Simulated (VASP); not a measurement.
CuSb: single point with r2SCAN

Crystal: CuSb.

```
Cu Sb
1.0
     0.00000    2.72669    2.72669
     2.72669    0.00000    2.72669
     2.72669    2.72669    0.00000
Cu Sb
1 1
Direct
  0.50000 0.50000 0.50000
  0.00000 0.00000 0.00000
```

```
Program                : VASP 6.6.1
Task                   : single point
Functional             : r2SCAN
Potentials or basis    : VASP PAW PBE potentials, release 64 (Cu, Sb)
Cutoff                 : 520 eV
k mesh                 : 12 × 12 × 12
Occupations            : gaussian, width 0.05 eV
Spin                   : no spin polarisation
Dipole correction      : no
Further INCAR settings : ALGO = Normal; EDIFF = 1e-06; NBANDS = 15
```

- Pressure: -3.0 GPa
- Band gap on the k mesh: zero (bands 8 and 9 overlap by 4.93 eV)

Levels at points of the mesh, in eV from the Fermi level:
```csv
k point,band 4,band 5,band 6,band 7,band 8,band 9,band 10,band 11,band 12,band 13
"(0.00, 0.00, 0.00)",-3.24,-3.21,-3.21,1.70,1.70,1.70,5.85,8.70,8.70,8.70
"(0.50, 0.00, 0.00)",-3.84,-3.02,-3.02,-2.78,2.56,2.56,5.19,5.29,5.29,7.87
"(0.50, 0.50, 0.00)",-3.09,-2.93,-2.93,-2.42,-1.47,-1.47,0.63,5.09,13.87,13.87
```

Run time: 3.5 min on 1 thread of Intel Xeon 8259CL, on a shared host, peak memory 0.2 GiB.

Caveat: the PAW data sets were made with another functional, which shifts forces and pressure a little; spin-orbit coupling is left out, which moves the levels of the heavy elements.
